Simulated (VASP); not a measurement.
TaN, 12 atoms in the cell. The cell holds a slab with vacuum, 12 atoms: a = 2.924 Å, b = 4.098 Å, c = 26.078 Å, α = 90.00°, β = 90.00°, γ = 110.90°. 

* Program: VASP 6.6.1
* Task: single point
* Functional: PBEsol
* Potentials or basis: VASP PAW PBE potentials, release 64 (N, Ta_pv)
* Cutoff: 520 eV
* k mesh: 13 × 9 × 1
* Occupations: gaussian, width 0.1 eV
* Spin: no spin polarisation
* Dipole correction: yes
* Further INCAR settings: ALGO = Normal; EDIFF = 1e-07; NBANDS = 60; ISYM = 0

Potentials or basis: VASP PAW PBE potentials, release 64 (N, Ta_pv).

Run with:

```console
$ cat potpaw_PBE.64/N/POTCAR potpaw_PBE.64/Ta_pv/POTCAR > POTCAR
$ mpirun -np 1 vasp_std > vasp.out
```

Hardware: 1 thread of Intel(R) Xeon(R) 6975P-C (Granite Rapids), with other jobs on the host.

Question: How long does it take, and how much memory?

Answer: It took 29 min on 1 thread of Intel(R) Xeon(R) 6975P-C (Granite Rapids), on a shared host, peak memory 0.84 GiB. Counts: scf iterations 40, k points 59.
